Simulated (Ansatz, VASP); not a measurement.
Two plane-wave programs on SnO

```xyz
4
Lattice="3.8222 0.0000 0.0000 0.0000 3.8222 0.0000 0.0000 0.0000 4.6562" Properties=species:S:1:pos:R:3 pbc="T T T"
Sn    0.0000    1.9111    1.1435
Sn    1.9111    0.0000    3.5127
O     0.0000    0.0000    0.0000
O     1.9111    1.9111    0.0000
```

Alike in both runs: task single point; functional LDA; k mesh 10 × 10 × 8; occupations gaussian, width 0.15 eV; no spin polarisation.

|  | VASP | Ansatz |
| --- | --- | --- |
| version | VASP 6.6.1 | Ansatz 0.2.0 |
| potentials or method | VASP PAW LDA potentials, release 64 (Sn_d, O_h), cutoff 1340 eV | scalar-relativistic, plane waves, PAW |
| valence electrons in the cell | 40 | 40 |

Ansatz gave:

| Property | Result |
| --- | --- |
| gap on the k mesh at the Fermi level (eV) | none |
| pressure (GPa) | -3.2 |
| traceless stress, the component that is largest in VASP (GPa) | 1.23 |
| rms of the force components (eV/Å) | 0.135 |

**Question.** Estimate VASP's values.

**Answer.** gap on the k mesh at the Fermi level (eV): none; pressure (GPa): -2.8; traceless stress, the component that is largest in VASP (GPa): 1.23; rms of the force components (eV/Å): 0.086.

Ansatz warns that its potentials were made for another functional, while VASP's fit it. LDA's correlation is that of Perdew and Zunger in VASP and of Perdew and Wang (1992) in Ansatz. Atom by atom the forces differ by 0.048 eV/Å (rms over components). A gap of «none» marks a metal or a gap that the smearing closes.
